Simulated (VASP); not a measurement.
**Al3GaN4: single point with r2SCAN**

Al3GaN4:

```
Al Ga N
1.0
     0.00000   -4.40124    0.00000
     0.00000    0.00000   -4.40124
     8.80247    0.00000    0.00000
Al Ga N
6 2 8
Direct
  0.50000 0.00000 0.25000
  0.50000 0.00000 0.75000
  0.00000 0.50000 0.25000
  0.00000 0.50000 0.75000
  0.50000 0.50000 0.50000
  0.50000 0.50000 0.00000
  0.00000 0.00000 0.50000
  0.00000 0.00000 0.00000
  0.25554 0.74446 0.37223
  0.25554 0.74446 0.87223
  0.74446 0.25554 0.37223
  0.74446 0.25554 0.87223
  0.25554 0.25554 0.12777
  0.25554 0.25554 0.62777
  0.74446 0.74446 0.12777
  0.74446 0.74446 0.62777
```

```json
{"Program": "VASP 6.6.1", "Task": "single point", "Functional": "r2SCAN", "Potentials or basis": "VASP PAW PBE potentials, release 64 (Al, Ga_d, N)", "Cutoff": "520 eV", "k mesh": "5 × 5 × 3", "Occupations": "gaussian, width 0.05 eV", "Spin": "no spin polarisation", "Dipole correction": "no", "Further INCAR settings": "LREAL = Auto; ALGO = Normal; EDIFF = 1e-06; NBANDS = 56"}
```

The pressure is 0.0 GPa, the largest force is 0.075 eV/Å and the band gap on the k mesh is 4.00 eV.

Forces in eV/Å, atoms in the order of the input:
```
Al   0.000  0.000  0.000
Al   0.000  0.000  0.000
Al   0.000  0.000  0.000
Al   0.000  0.000  0.000
Al   0.000  0.000  0.000
Al   0.000  0.000  0.000
Ga   0.000  0.000  0.000
Ga   0.000  0.000  0.000
N   -0.043 -0.043  0.043
N   -0.043 -0.043  0.043
N   -0.043  0.043 -0.043
N   -0.043  0.043 -0.043
N    0.043 -0.043 -0.043
N    0.043 -0.043 -0.043
N    0.043  0.043  0.043
N    0.043  0.043  0.043
```

Levels at points of the mesh, in eV from the valence-band top:
```csv
k point,band 39,band 40,band 41,band 42,band 43,band 44,band 45,band 46
"(0.00, 0.00, 0.00)",-0.95,0.00,0.00,0.00,4.00,4.00,4.00,4.11
```

Wall time 21 min on 1 thread of Intel Xeon 8259CL, on a shared host, peak memory 0.37 GiB.

Caveat: the PAW data sets were made with another functional, which shifts forces and pressure a little; an odd mesh through Γ misses points on the zone boundary, where band edges can lie.
